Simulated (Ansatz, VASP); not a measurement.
## One calculation of MgO, two programs

```
Mg O
1.0
     3.25534    0.00000    0.00000
    -1.62767    2.81920    0.00000
     0.00000    0.00000   10.41495
Mg O
4 4
Direct
  0.33333 0.66667 0.96960
  0.00000 0.00000 0.22095
  0.00000 0.00000 0.72095
  0.66667 0.33333 0.46960
  0.33333 0.66667 0.77992
  0.96007 0.00000 0.56698
  0.00000 0.00000 0.02954
  0.66667 0.33333 0.27992
```

Alike in both runs: task single point; functional PBEsol; k mesh 9 × 9 × 4; occupations gaussian, width 0.05 eV; no spin polarisation.

|  | VASP | Ansatz |
| --- | --- | --- |
| version | VASP 6.6.1 | Ansatz 0.2.0 |
| potentials or method | VASP PAW PBE potentials, release 64 (Mg, O), cutoff 520 eV | scalar-relativistic, plane waves, PAW |
| valence electrons in the cell | 32 | 64 |

VASP gave:

- gap on the k mesh at the Fermi level (eV): 1.96
- least direct gap on the mesh (eV): 1.96
- pressure (GPa): 5.2
- traceless stress, the component that is largest in VASP (GPa): 12.99
- rms of the force components (eV/Å): 2.874

**Question.** Which values does Ansatz return?

**Answer.** gap on the k mesh at the Fermi level (eV): 2.00; least direct gap on the mesh (eV): 2.00; pressure (GPa): 5.1; traceless stress, the component that is largest in VASP (GPa): 12.28; rms of the force components (eV/Å): 2.754.

VASP's potentials were made for PBE, not for PBEsol, and Ansatz warns of the same on its side. Atom by atom the forces differ by 0.123 eV/Å (rms over components). With one functional, cell and mesh, what is left measures potentials, basis and numerics. VASP's potentials hold 32 valence electrons a cell and Ansatz's 64, so a difference there can come from the potentials and not from the codes.
